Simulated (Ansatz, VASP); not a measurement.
# Ti in VASP and in Ansatz

```xyz
1
Lattice="0.0000 2.3665 1.7377 2.3665 0.0000 1.7377 2.3665 2.3665 0.0000" Properties=species:S:1:pos:R:3 pbc="T T T"
Ti    0.0000    0.0000    0.0000
```

Alike in both runs: task single point; functional PBE; k mesh 20 × 20 × 20; occupations gaussian, width 0.15 eV; no spin polarisation.

```csv
,VASP,Ansatz
version,VASP 6.6.1,Ansatz 0.2.0
potentials or method,"VASP PAW PBE potentials, release 64 (Ti_sv), cutoff 520 eV","scalar-relativistic, plane waves, PAW"
valence electrons in the cell,12,12
```

|  | VASP | Ansatz | Ansatz less VASP |
| --- | --- | --- | --- |
| gap on the k mesh at the Fermi level (eV) | none | none | - |
| pressure (GPa) | -10.4 | -10.3 | +0.08 |
| traceless stress, the component that is largest in VASP (GPa) | 0.66 | 0.66 | 0.000 |

A gap of «none» marks a metal or a gap that the smearing closes.
